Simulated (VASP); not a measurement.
Set up this calculation in VASP 6.6.1, as the native input.

* Task: single point
* Functional: PBE
* Potentials or basis: VASP PAW PBE potentials, release 64 (Ba_sv, N_h)
* Cutoff: 1330 eV
* k mesh: 4 × 4 × 4
* Occupations: gaussian, width 0.1 eV
* Spin: collinear spin, ferromagnetic start
* Starting moments: [0.0, 0.0, 1.0, 1.0] μB
* Dipole correction: no
* Further INCAR settings: ALGO = Normal; EDIFF = 1e-06; NBANDS = 27

The structure of BaN lies in POSCAR:

```
BaN
1.0
    0.0000000000      3.6406980700      3.6406980700
    3.6406980700      0.0000000000      3.6406980700
    3.6406980700      3.6406980700      0.0000000000
Ba N
2 2
Direct
    0.0000000000      0.0000000000      0.0000000000
    0.2500000000      0.2500000000      0.2500000000
    0.7500000000      0.7500000000      0.7500000000
    0.5000000000      0.5000000000      0.5000000000
```

The cell was generated, and may not be a known phase.

One way to write it, as run:

INCAR

```
SYSTEM = BaN
  PREC = Accurate
  ENCUT = 1330
  EDIFF = 1E-6
  ISMEAR = 0
  SIGMA = 0.1
  LREAL = .FALSE.
  LASPH = .TRUE.
  NELM = 200
  ALGO = Normal
  ISIF = 2
  LWAVE = .FALSE.
  LCHARG = .TRUE.
  ISPIN = 2
  MAGMOM = 0 0 1 1
  LORBIT = 11
  GGA = PE
  LELF = .TRUE.
  LVHAR = .TRUE.
  NBANDS = 27
  GGA_COMPAT = .FALSE.
```

KPOINTS

```
Automatic mesh
0
G
  4 4 4
  0 0 0
```

Potentials or basis: VASP PAW PBE potentials, release 64 (Ba_sv, N_h).

Run with:

```bash
$ cat potpaw_PBE.64/Ba_sv/POTCAR potpaw_PBE.64/N_h/POTCAR > POTCAR
$ mpirun -np 1 vasp_std > vasp.out
```

Results of the run:

```
Pressure                                              : -4.3 GPa
Band gap on the k mesh                                : zero (filled and empty bands overlap)
Net moment                                            : 2.00 μB per cell
Site moments                                          : Ba -0.06; N +0.48 μB
Valence electrons inside the program's atomic spheres : Ba 8.03; N 2.07
```

Caveat: the k points lie up to 0.37 Å⁻¹ apart; spin-orbit coupling is left out, which moves the levels of the heavy elements.

Run time: 3.9 min on 1 thread of AMD EPYC 7R13 Processor (Zen 3), with other jobs on the host, peak memory 0.76 GiB.
